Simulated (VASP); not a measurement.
Wanted: the native input for a VASP 6.6.1 run.

| Property | Result |
| --- | --- |
| Task | single point |
| Functional | PBEsol |
| Potentials or basis | VASP PAW PBE potentials, release 64 (Hf_pv, O) |
| Cutoff | 600 eV |
| k mesh | 8 × 8 × 6 |
| Occupations | gaussian, width 0.02 eV |
| Spin | no spin polarisation |
| Dipole correction | no |
| Further INCAR settings | ALGO = Normal; EDIFF = 1e-06; NBANDS = 31 |

The structure of HfO2 lies in POSCAR:

```
HfO2
1.0
    3.8420338626      0.0000000000      0.0000000000
    0.0000000000      3.8420338626      0.0000000000
    0.0000000000      0.0000000000      4.7534858129
Hf O
2 4
Direct
    0.0000000000      0.0000000000      0.0000000000
    0.5000000000      0.5000000000      0.5000000000
    0.0000000000      0.5000000000      0.2900000000
    0.5000000000      0.0000000000      0.2100000000
    0.5000000000      1.0000000000      0.7100000000
    0.0000000000      0.5000000000      0.7900000000
```

These files were run (other wordings do the same):

INCAR

```
SYSTEM = HfO2
  PREC = Accurate
  ENCUT = 600
  EDIFF = 1E-6
  ISMEAR = 0
  SIGMA = 0.02
  LREAL = .FALSE.
  LASPH = .TRUE.
  NELM = 120
  ALGO = Normal
  ISIF = 2
  LWAVE = .FALSE.
  LCHARG = .FALSE.
  GGA = PS
  NBANDS = 31
  GGA_COMPAT = .FALSE.
```

KPOINTS

```
regular mesh
0
G
  8 8 6
  0 0 0
```

Potentials or basis: VASP PAW PBE potentials, release 64 (Hf_pv, O).

The run is started by

```console
$ cat potpaw_PBE.64/Hf_pv/POTCAR potpaw_PBE.64/O/POTCAR > POTCAR
$ mpirun -np 1 vasp_std > vasp.out
```

Results of the run:

| Quantity | Value |
| --- | --- |
| Pressure | -20.0 GPa |
| Largest force | 0.112 eV/Å |
| Band gap on the k mesh | 2.22 eV |

Caveat: the cell stands under tension; the PAW data sets were made with another functional, which shifts forces and pressure a little; spin-orbit coupling is left out, which moves the levels of the heavy elements.

It took 2.2 min on 1 thread of Intel(R) Xeon(R) Platinum 8488C (Sapphire Rapids) (shared host), peak memory 0.27 GiB.
